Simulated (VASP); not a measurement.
# Si2P3 (C2/m) in VASP: a series of runs

Si2P3 is run at these levels: PBE; tasks: single point, relaxation of cell and atoms.

Program: VASP 6.6.1. These are calculated values, not measurements. Logs are shortened: lines on timing, memory, paths and dates and some standing lists are left out, and cuts for length are marked.

**1. The cell of the first run**

The structure is monoclinic, space group C2/m (No. 12). Conventional cell: a = 5.250 Å, b = 4.855 Å, c = 6.317 Å, α = 90.00°, β = 90.20°, γ = 90.00°. Within 3.0 Å of Si (site symmetry m) lie 6 P at 2.30 to 2.96 Å. P (site symmetry m) has 5 Si at 2.30 to 2.96 Å and 1 P at 2.43 Å within 3.0 Å. P (site symmetry 2/m) has 6 Si at 2.41 to 3.22 Å and 6 P at 2.43 to 3.38 Å within 3.4 Å.

The cell was generated, and may not be a known phase.

**2. Single point, PBE**

INCAR reads:

```
PREC = Accurate
ENCUT = 520
EDIFF = 1E-6
ISMEAR = 0
SIGMA = 0.1
LREAL = F
LASPH = T
NELM = 100
ALGO = Normal
ISIF = 2
LWAVE = F
LCHARG = F
GGA = PE
NBANDS = 20
```

KPOINTS reads:

```
regular mesh
0
Gamma
  10 10 6
```

POSCAR reads:

```
Si2P3
1.0
    2.6248184972     -2.4272608977     -0.0005747209
    2.6248184972      2.4272608977     -0.0005747209
   -0.0203603221      0.0000000000      6.3172302858
Si P
2 3
Direct
    0.2003032305      0.2003032305      0.2093479586
    0.7996967695      0.7996967695      0.7906520414
    0.7630095791      0.7630095791      0.1838170744
    0.2369904209      0.2369904209      0.8161829256
    0.5000000000      0.5000000000      0.5000000000
```

Potentials or basis: VASP PAW PBE potentials, release 64 (Si, P).

On the command line:

```console
$ cat potpaw_PBE.64/Si/POTCAR potpaw_PBE.64/P/POTCAR > POTCAR
$ mpirun -np 1 vasp_std > vasp.out
```

OUTCAR:

```text
PREC = Accurate
   ENCUT = 520
   EDIFF = 1E-6
   ISMEAR = 0
   LREAL = F
   LASPH = T
   NELM = 100
   ISIF = 2
   GGA = PE

 ion  position               nearest neighbor table
   1  0.200  0.200  0.209-   3 2.30   5 2.41   3 2.45   3 2.45   4 2.49   3 2.96
   2  0.800  0.800  0.791-   4 2.30   5 2.41   4 2.45   4 2.45   3 2.49   4 2.96
   3  0.763  0.763  0.184-   1 2.30   5 2.43   1 2.45   1 2.45   2 2.49   1 2.96
   4  0.237  0.237  0.816-   2 2.30   5 2.43   2 2.45   2 2.45   1 2.49   2 2.96
   5  0.500  0.500  0.500-   1 2.41   2 2.41   3 2.43   4 2.43

  LATTYP: Found a base centered monoclinic cell.
 ALAT       =     5.2496371202
 B/A-ratio  =     0.9247347358
 C/A-ratio  =     1.2033713858
 COS(beta)  =    -0.0034419209

  Lattice vectors:

 A1 = (   2.6248184972,  -2.4272608977,  -0.0005747209)
 A2 = (   2.6248184972,   2.4272608977,  -0.0005747209)
 A3 = (  -0.0203603221,   0.0000000000,   6.3172302858)

Analysis of symmetry for initial positions (statically):
=====================================================================
 Subroutine PRICEL returns:
 Original cell was already a primitive cell.

 Routine SETGRP: Setting up the symmetry group for a
 base centered monoclinic supercell.

 Subroutine GETGRP returns: Found  4 space group operations
 (whereof  4 operations were pure point group operations)
 out of a pool of  4 trial point group operations.

The static configuration has the point symmetry C_2h.

Analysis of symmetry for dynamics (positions and initial velocities):
=====================================================================
 Subroutine PRICEL returns:
 Original cell was already a primitive cell.

 Routine SETGRP: Setting up the symmetry group for a
 base centered monoclinic supercell.

 Subroutine GETGRP returns: Found  4 space group operations
 (whereof  4 operations were pure point group operations)
 out of a pool of  4 trial point group operations.

The dynamic configuration has the point symmetry C_2h.

 Subroutine INISYM returns: Found  4 space group operations
 (whereof  4 operations are pure point group operations),
 and found     1 'primitive' translations

----------------------------------------------------------------------------------------

                                     Primitive cell
[... 95 lines left out ...]
   ENCUT  =  520.0 eV  38.22 Ry    6.18 a.u.   6.65  6.65 11.75*2*pi/ulx,y,z
   NELM   =    100;   NELMIN=  2; NELMDL= -5     # of ELM steps
   EDIFF  = 0.1E-05   stopping-criterion for ELM
   LREAL  =      F    real-space projection
   EDIFFG = 0.1E-04   stopping-criterion for IOM
   NSW    =      0    number of steps for IOM
   IBRION =     -1    ionic relax: 0-MD 1-quasi-New 2-CG
   NFREE  =      0    steps in history (QN), initial steepest desc. (CG)
   ISIF   =      2    stress and relaxation
   ISYM   =      2    0-nonsym 1-usesym 2-fastsym
   POTIM  = 0.5000    time-step for ionic-motion
   TEBEG  =    0.0;   TEEND  =   0.0 temperature during run
   PSTRESS=    0.0 pullay stress
   NELECT =      23.0000    total number of electrons
   NUPDOWN=      -1.0000    fix difference up-down
   EMIN   =  10.00;   EMAX   =-10.00  energy-range for DOS
   EFERMI =   0.00;   METHOD = LEGACY
   ISMEAR =     0;   SIGMA  =   0.10  broadening in eV -4-tet -1-fermi 0-gaus
   EFERMI_NEDOS =   21; number of points for ismear=-14 and -15
   IALGO  =     38    algorithm
   IMIX   =      4    mixing-type and parameters
     AMIX     =   0.40;   BMIX     =  1.00
     AMIX_MAG =   1.60;   BMIX_MAG =  1.00
  volume/ion in A,a.u.               =      16.10       108.64
  Fermi-wavevector in a.u.,A,eV,Ry     =   1.078268  2.037631 15.818976  1.162662
  Thomas-Fermi vector in A             =   2.214202
   LORBIT       =      0    0 simple, 1 ext, 2 COOP (PROOUT), +10 PAW based schemes
   GGA     = PE    functional components
   LHFCALC =     F    Hartree Fock is set to
   AEXX    =    0.0000 exact exchange contribution
   IVDW    =     0    specifies the selected vdW correction
   LEPSILON=     F    determine dielectric tensor
   LRPA    =     F    only Hartree local field effects (RPA)
 non-spin polarized calculation
 Gauss-broadening in eV      SIGMA  =   0.10
  energy-cutoff  :      520.00
  volume of cell :       80.50
 maximum number of plane-waves:      2191
   NGX = 13   NGY = 13   NGZ = 23

 number of electron      23.0000000 magnetization

 Free energy of the ion-electron system (eV)
  ---------------------------------------------------
  ext. energy  EPLUGINS =         0.00000000
  ---------------------------------------------------
  free energy    TOTEN  =       -25.72735086 eV

  energy without entropy =      -25.71698323  energy(sigma->0) =      -25.72216705

 E-fermi :   8.2039     XC(G=0): -10.7016

 val. band max:        8.1986168739   @ k =  -0.1000   0.5000   0.1667
 cond. band min:       8.2060065628   @ k =  -0.2000  -0.2000   0.3333
 fundamental gap:      0.0073896889
 Fermi energy:         8.2038522204

 k-point     1 :       0.0000    0.0000    0.0000
  band No.  band energies     occupation
      1      -6.6973      2.00000
      2      -4.1449      2.00000
      3      -2.4784      2.00000
      4       2.8334      2.00000
      5       4.1601      2.00000
      6       4.2723      2.00000
[... 541 lines left out ...]
     19      15.1752      0.00000
     20      15.9905      0.00000

 [... further k-points ...]

------------------------ aborting loop because EDIFF is reached ----------------------------------------

  FORCE on cell =-STRESS in cart. coord.  units (eV):
  Direction    XX          YY          ZZ          XY          YZ          ZX
  --------------------------------------------------------------------------------------
  -------------------------------------------------------------------------------------
  Total       -0.0953257     -0.0505979     -0.0729983      0.0000000      0.0000000      0.0063013
  in kB       -1.8973547     -1.0070954     -1.4529510      0.0000000      0.0000000      0.1254202
  external PRESSURE =      -1.4524670 kB  Pullay stress =       0.0000000 kB

 VOLUME and BASIS-vectors are now :
 -----------------------------------------------------------------------------
  energy-cutoff  :      520.00
  volume of cell :       80.50
      direct lattice vectors                 reciprocal lattice vectors
     2.624818497 -2.427260898 -0.000574721     0.190489496 -0.205993513  0.000613944
     2.624818497  2.427260898 -0.000574721     0.190489496  0.205993513  0.000613944
    -0.020360322  0.000000000  6.317230286     0.000034660  0.000000000  0.158297333

 POSITION                                       TOTAL-FORCE (eV/Angst)
 -----------------------------------------------------------------------------------
      1.04726      0.00000      1.32227        -0.008897      0.000000      0.001690
      4.18202      0.00000      4.99381         0.008897      0.000000     -0.001690
      4.00178      0.00000      1.16034         0.005456      0.000000      0.007420
      1.22750      0.00000      5.15574        -0.005456      0.000000     -0.007420
      2.61464      0.00000      3.15804         0.000000     -0.000000      0.000000
 -----------------------------------------------------------------------------------
    total drift:                               -0.000000      0.000000     -0.000000

  FREE ENERGIE OF THE ION-ELECTRON SYSTEM (eV)
  ---------------------------------------------------
  free  energy   TOTEN  =       -25.7273508620 eV

  energy  without entropy=      -25.7169832281  energy(sigma->0) =      -25.72216705
```

stdout:

```text
POSCAR found type information on POSCAR SiP
 POSCAR found :  2 types and       5 ions
 scaLAPACK will be used
 LDA part: xc-table for (Slater+PW92), standard interpolation
 POSCAR, INCAR and KPOINTS ok, starting setup
 FFT: planning ... GRIDC
 FFT: planning ... GRID_SOFT
 FFT: planning ... GRID
 WAVECAR not read
 entering main loop
```

Wall time 5.4 min (1 thread of Oxide Virtual Turin-like, shared host); peak memory 0.3 GiB.

What came out:

```
Free energy            : -25.7274 eV
Pressure               : -0.1 GPa
Largest force          : 0.009 eV/Å
Band gap on the k mesh : zero (an odd number of electrons rules out a gap without spin polarisation)
```

Forces in eV/Å, atoms in the order of the input:
```
Si  -0.009  0.000  0.002
Si   0.009  0.000 -0.002
P    0.005  0.000  0.007
P   -0.005  0.000 -0.007
P    0.000  0.000  0.000
```

Levels at points of the mesh, in eV from the Fermi level:
| k point | band 8 | band 9 | band 10 | band 11 | band 12 | band 13 | band 14 | band 15 | band 16 | band 17 |
| --- | --- | --- | --- | --- | --- | --- | --- | --- | --- | --- |
| (0.00, 0.00, 0.00) | -2.62 | -2.28 | -2.00 | -0.84 | -0.79 | 0.07 | 2.82 | 2.94 | 3.74 | 4.05 |
| (0.50, 0.00, 0.00) | -1.50 | -1.45 | -0.74 | -0.33 | 0.54 | 1.29 | 1.62 | 2.20 | 2.88 | 3.07 |
| (0.50, 0.50, 0.00) | -5.28 | -5.12 | -4.87 | -2.05 | -1.93 | 2.86 | 3.07 | 3.20 | 5.33 | 5.75 |
| (0.00, 0.00, 0.50) | -3.55 | -2.62 | -1.97 | -0.64 | 0.84 | 1.30 | 2.39 | 2.95 | 3.21 | 4.92 |
| (0.50, 0.00, 0.50) | -3.40 | -2.42 | -1.33 | -0.82 | 0.71 | 1.14 | 1.21 | 1.43 | 2.14 | 5.07 |
| (0.50, 0.50, 0.50) | -6.13 | -2.58 | -2.55 | -1.76 | -1.62 | -0.39 | 0.87 | 1.68 | 2.95 | 8.18 |

**3. Relaxation of cell and atoms, PBE**

This run uses another cell than the first one, of 14.65 Å³/atom.

INCAR reads:

```
ALGO = Normal
EDIFF = 1E-6
EDIFFG = -0.04
ENCUT = 600
GGA = PE
IBRION = 2
ISIF = 3
ISMEAR = 0
LASPH = T
LCHARG = F
LREAL = F
LWAVE = F
NELM = 60
NSW = 90
PREC = Accurate
SIGMA = 0.1
```

KPOINTS reads:

```
k-points
0
Gamma
  6 6 4
```

POSCAR reads:

```
Si2P3
1.0
    2.6597103000     -2.5875881400      0.0000000000
    2.6597103000      2.5875881400      0.0000000000
   -1.3511333000      0.0000000000      5.3219271700
Si P
2 3
Direct
    0.1912999900      0.1912999900      0.7989000000
    0.8087000100      0.8087000100      0.2011000000
    0.7010999800      0.7010999800      0.7384999900
    0.2989000200      0.2989000200      0.2615000100
    0.5000000000      0.5000000000      0.5000000000
```

Potentials or basis: VASP PAW PBE potentials, release 64 (Si, P).

On the command line:

```console
$ cat potpaw_PBE.64/Si/POTCAR potpaw_PBE.64/P/POTCAR > POTCAR
$ mpirun -np 1 vasp_std > vasp.out
```

OUTCAR:

```text
EDIFF = 1E-6
   EDIFFG = -0.04
   ENCUT = 600
   GGA = PE
   IBRION = 2
   ISIF = 3
   ISMEAR = 0
   LASPH = T
   LREAL = F
   NELM = 60
   NSW = 90
   PREC = Accurate

 ion  position               nearest neighbor table
   1  0.191  0.191  0.799-   4 2.46   3 2.55   5 2.59   3 2.61   3 2.61   3 2.81
   2  0.809  0.809  0.201-   3 2.46   4 2.55   5 2.59   4 2.61   4 2.61   4 2.81
   3  0.701  0.701  0.738-   5 1.47   2 2.46   1 2.55   1 2.61   1 2.61   1 2.81   4 2.95
   4  0.299  0.299  0.262-   5 1.47   1 2.46   2 2.55   2 2.61   2 2.61   2 2.81   3 2.95
   5  0.500  0.500  0.500-   3 1.47   4 1.47   1 2.59   2 2.59

 -----------------------------------------------------------------------------
|                                                                             |
|           W    W    AA    RRRRR   N    N  II  N    N   GGGG   !!!           |
|           W    W   A  A   R    R  NN   N  II  NN   N  G    G  !!!           |
|           W    W  A    A  R    R  N N  N  II  N N  N  G       !!!           |
|           W WW W  AAAAAA  RRRRR   N  N N  II  N  N N  G  GGG   !            |
|           WW  WW  A    A  R   R   N   NN  II  N   NN  G    G                |
|           W    W  A    A  R    R  N    N  II  N    N   GGGG   !!!           |
|                                                                             |
|     The distance between some ions is very small. Please check the          |
|     nearest-neighbor list in the OUTCAR file.                               |
|     I HOPE YOU KNOW WHAT YOU ARE DOING!                                     |
|                                                                             |
[... 202 lines left out ...]
  --------------------------------------------------------------------------------------
  -------------------------------------------------------------------------------------
  Total       36.9068268      1.1203865    101.0659075      0.0000000      0.0000000     56.7013940
  in kB      807.2143612     24.5047372   2210.4813370      0.0000000      0.0000000   1240.1548299
  external PRESSURE =    1014.0668118 kB  Pullay stress =       0.0000000 kB
[... 1412 lines left out ...]
      4      -1.6619      2.00000
      5       0.3004      2.00000
      6       1.4599      2.00000
      7       1.7680      2.00000
      8       3.2028      2.00000
      9       4.2677      2.00000
     10       5.3336      2.00000
     11       6.2888      1.98660
     12       6.8484      0.00000
     13       8.0569      0.00000
     14       8.6137      0.00000
     15       9.0017      0.00000

 [... further k-points ...]

[... ionic steps 4 to 83 ...]

--------------------------------------- Ionic step       84  -------------------------------------------

 number of electron      23.0000001 magnetization

------------------------ aborting loop because EDIFF is reached ----------------------------------------
[... 73 lines left out ...]
--------------------------------------- Ionic step       86  -------------------------------------------

 number of electron      23.0000000 magnetization

 Free energy of the ion-electron system (eV)
  ---------------------------------------------------
  ext. energy  EPLUGINS =         0.00000000
  ---------------------------------------------------
  free energy    TOTEN  =       -25.73585185 eV

  energy without entropy =      -25.72537018  energy(sigma->0) =      -25.73061102

 E-fermi :   8.2993     XC(G=0): -10.7142

 val. band max:        8.2943418158   @ k =  -0.3333   0.0000   0.2500
 cond. band min:       8.3551530996   @ k =   0.3333   0.1667   0.0000
 fundamental gap:      0.0608112838
 Fermi energy:         8.2992767669
[... 464 lines left out ...]
  FREE ENERGIE OF THE ION-ELECTRON SYSTEM (eV)
  ---------------------------------------------------
  free  energy   TOTEN  =       -25.7358518484 eV

  energy  without entropy=      -25.7253701830  energy(sigma->0) =      -25.73061102

 reached required accuracy - stopping structural energy minimisation
```

OSZICAR:

```text
N       E                     dE             d eps       ncg     rms          rms(c)
DAV:   1     0.114873436212E+03    0.11487E+03   -0.11041E+04  1410   0.147E+03
DAV:   2    -0.191949580297E+01   -0.11679E+03   -0.11502E+03  1864   0.220E+02
DAV:   3    -0.988722493365E+01   -0.79677E+01   -0.78441E+01  1956   0.583E+01
[... 668 lines left out ...]
DAV:   3    -0.255587257969E+02    0.13379E-04   -0.29579E-05  1776   0.353E-02    0.134E-02
DAV:   4    -0.255587220421E+02    0.37548E-05   -0.10308E-05  1865   0.200E-02    0.361E-03
DAV:   5    -0.255587220654E+02   -0.23321E-07   -0.11013E-06   985   0.753E-03
  66 F= -.25558722E+02 E0= -.25553004E+02  d E =-.982535E-03
       N       E                     dE             d eps       ncg     rms          rms(c)
DAV:   1    -0.255599589171E+02   -0.12369E-02   -0.43414E-02  1501   0.132E+00    0.136E-01
DAV:   2    -0.255599347743E+02    0.24143
```

It took 31 min on 1 thread of Oxide Virtual Turin-like, shared host; peak memory 0.19 GiB.

What came out:

```
Free energy                           : -25.7359 eV
Relaxed volume                        : 16.03 Å³/atom
Relaxed cell                          : a = 3.580 Å, b = 3.580 Å, c = 6.267 Å, α = 89.53°, β = 89.53°, γ = 86.28°
Space group after relaxing (to 0.1 Å) : C2/m (No. 12)
Pressure after relaxing               : 0.3 GPa
Largest force after relaxing          : 0.020 eV/Å
Band gap on the k mesh                : zero (an odd number of electrons rules out a gap without spin polarisation)
```

Forces on the atoms (eV/Å):
```
Si   0.006  0.000 -0.020
Si  -0.006  0.000  0.020
P    0.000  0.000  0.017
P    0.000  0.000 -0.017
P    0.000  0.000  0.000
```

Final structure:
```
Si P
1.0
     2.60124   -2.44817    0.24192
     2.60124    2.44817    0.24192
    -0.50984    0.00000    6.24663
Si P
2 3
Cartesian
  0.6577 0.0000 5.0670
  4.0350 0.0000 1.6635
  1.1276 0.0000 1.2702
  3.5650 0.0000 5.4602
  2.3463 0.0000 3.3652
```

The gap in the log of VASP goes by the Fermi energy; the results here count the filled bands.